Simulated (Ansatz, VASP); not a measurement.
Two plane-wave programs on B5W2

```xyz
7
Lattice="1.5471 0.8932 7.1323 -1.5471 0.8932 7.1323 0.0000 -1.7865 7.1323" Properties=species:S:1:pos:R:3 pbc="T T T"
B     0.0000    0.0000    3.9566
B     0.0000    0.0000   17.4403
B     0.0000    0.0000    7.0855
B     0.0000    0.0000   14.3114
B     0.0000    0.0000   10.6984
W     0.0000    0.0000    1.6362
W     0.0000    0.0000   19.7607
```

Alike in both runs: task relaxation of cell and atoms; functional PBE; k mesh 15 × 15 × 15; occupations gaussian, width 0.1 eV; no spin polarisation.

|  | VASP | Ansatz |
| --- | --- | --- |
| version | VASP 6.6.1 | Ansatz 0.2.0 |
| potentials or method | VASP PAW PBE potentials, release 64 (B, W_sv), cutoff 600 eV | scalar-relativistic, plane waves, PAW |
| valence electrons in the cell | 43 | 43 |

Ansatz gave:

| Item | Value |
| --- | --- |
| gap on the k mesh at the Fermi level, each at its own relaxed structure (eV) | none |
| relaxed volume (Å³/atom) | 8.45 |
| relaxed cell length with the largest relative difference (Å) | 7.354 |

Estimate VASP's values.

gap on the k mesh at the Fermi level, each at its own relaxed structure (eV): none; relaxed volume (Å³/atom): 8.47; relaxed cell length with the largest relative difference (Å): 7.360.

A gap of «none» marks a metal or a gap that the smearing closes.

Neither program's run includes spin-orbit coupling.
